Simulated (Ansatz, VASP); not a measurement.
**One calculation of BaS, two programs**

The input INCAR:

```
ALGO     = Normal         # electronic algorithm
EDIFF    = 1E-6           # SCF threshold, eV
ENCUT    = 520            # plane-wave cutoff, eV
GGA      = PE             # functional
ISIF     = 2              # what is computed and relaxed
ISMEAR   = 0              # smearing method
LASPH    = T              # aspherical terms in the spheres
LCHARG   = F              # write CHGCAR
LREAL    = F              # projectors in reciprocal space
LWAVE    = F              # write WAVECAR
NBANDS   = 15             # bands
NELM     = 100            # most SCF steps
PREC     = Accurate       # precision mode
SIGMA    = 0.05           # smearing width, eV
```

KPOINTS

```
k-points
0
Gamma
  8 8 8
```

The input POSCAR:

```
BaS
1.0
    0.0000000000      3.5181767076      3.5181767076
    3.5181767076      0.0000000000      3.5181767076
    3.5181767076      3.5181767076      0.0000000000
Ba S
1 1
Direct
    0.0000000000      0.0000000000      0.0000000000
    0.2500000000      0.2500000000      0.2500000000
```

Input for Ansatz:

```yaml
crystal:
  lattice:
    - [0.0, 3.5181767076, 3.5181767076]
    - [3.5181767076, 0.0, 3.5181767076]
    - [3.5181767076, 3.5181767076, 0.0]
  atoms:
    - { symbol: Ba, position: [0.0, 0.0, 0.0] }
    - { symbol: S, position: [0.25, 0.25, 0.25] }
basis:
  ecutwfc: 420
  ecutrho_ratio: 4
kpoints:
  mp_grid: { grid: [8, 8, 8] }
hamiltonian:
  xc: pbe
scf:
  occupations: { method: gaussian, width: 0.05 }
output:
  forces: true
  stress: true
  eigenvalues: true
```

Alike in both runs: task single point; functional PBE; k mesh 8 × 8 × 8; occupations gaussian, width 0.05 eV; no spin polarisation.

|  | VASP | Ansatz |
| --- | --- | --- |
| version | VASP 6.6.1 | Ansatz 0.2.0 |
| potentials or method | VASP PAW PBE potentials, release 64 (Ba_sv, S), cutoff 520 eV | scalar-relativistic, plane waves, PAW |
| valence electrons in the cell | 16 | 16 |

Ansatz gave:

| Quantity | Value |
| --- | --- |
| gap on the k mesh at the Fermi level (eV) | 2.75 |
| least direct gap on the mesh (eV) | 3.42 |
| pressure (GPa) | 0.0 |

Task: Estimate VASP's values.

Result: gap on the k mesh at the Fermi level (eV): 2.76; least direct gap on the mesh (eV): 3.41; pressure (GPa): 0.4.

Neither program's run includes spin-orbit coupling.
